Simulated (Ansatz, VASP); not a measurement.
## Two plane-wave programs on LiCl

The input POSCAR:

```
LiCl
1.0
    0.0000000000      2.6856280681      2.6856280681
    2.6856280681      0.0000000000      2.6856280681
    2.6856280681      2.6856280681      0.0000000000
Li Cl
1 1
Direct
    0.0000000000      0.0000000000      0.0000000000
    0.5000000000      0.5000000000      0.5000000000
```

The input INCAR.step1:

```
PREC = Accurate
ENCUT = 520
EDIFF = 1E-5
ISMEAR = 0
SIGMA = 0.01
LREAL = False
LASPH = True
NELM = 80
ALGO = Normal
ISIF = 2
LWAVE = True
LCHARG = False
GGA = PE
NBANDS = 12
```

Contents of INCAR.step2:

```
PREC = Accurate
ENCUT = 520
EDIFF = 1E-6
ISMEAR = 0
SIGMA = 0.01
LREAL = False
LASPH = True
NELM = 80
ALGO = Normal
ISIF = 2
LWAVE = False
LCHARG = False
GGA = PE
LHFCALC = True
HFSCREEN = 0.2079
PRECFOCK = Normal
ISTART = 1
NBANDS = 12
```

File KPOINTS:

```
Automatic mesh
0
Gamma
  6 6 6
```

Input for Ansatz:

```yaml
crystal:
  lattice:
    - [0.0, 2.6856280681, 2.6856280681]
    - [2.6856280681, 0.0, 2.6856280681]
    - [2.6856280681, 2.6856280681, 0.0]
  atoms:
    - { symbol: Li, position: [0.0, 0.0, 0.0] }
    - { symbol: Cl, position: [0.5, 0.5, 0.5] }
kpoints:
  mp_grid: { grid: [6, 6, 6] }
  band_path:
    path:
      - [0.0, 0.0, 0.0]
      - [0.5, 0.0, 0.5]
      - [0.625, 0.25, 0.625]
      - [0.375, 0.375, 0.75]
      - [0.5, 0.5, 0.5]
      - [0.5, 0.25, 0.75]
      - [-0.072917, 0.0, 0.072917]
    npoints: 1
hamiltonian:
  xc: hse06
scf:
  occupations: { method: fixed }
  n_extra_bands: 4
output:
  forces: true
  stress: true
  eigenvalues: true
  write_density: true
  write_potential: true
  elf: true
  volumetric_format: npy
```

Change from the starting cell: hydrostatic strain +5.1%.

Alike in both runs: task single point; functional HSE06; k mesh 6 × 6 × 6; no spin polarisation.

```csv
,VASP,Ansatz
version,VASP 6.6.1,Ansatz 0.2.0
potentials or method,"VASP PAW PBE potentials, release 64 (Li_sv, Cl)","plane waves, PAW"
plane-wave cutoff (eV),520,420
occupations,"gaussian, width 0.01 eV",fixed
valence electrons in the cell,10,10
```

```csv
,VASP,Ansatz,Ansatz less VASP
gap on the k mesh at the Fermi level (eV),6.97,6.97,-0.006
```

Ansatz's warnings: stress exchange threshold loose, stress scf threshold loose.

Noted on VASP's run: the cutoff is short for stress, so the pressure is rough.
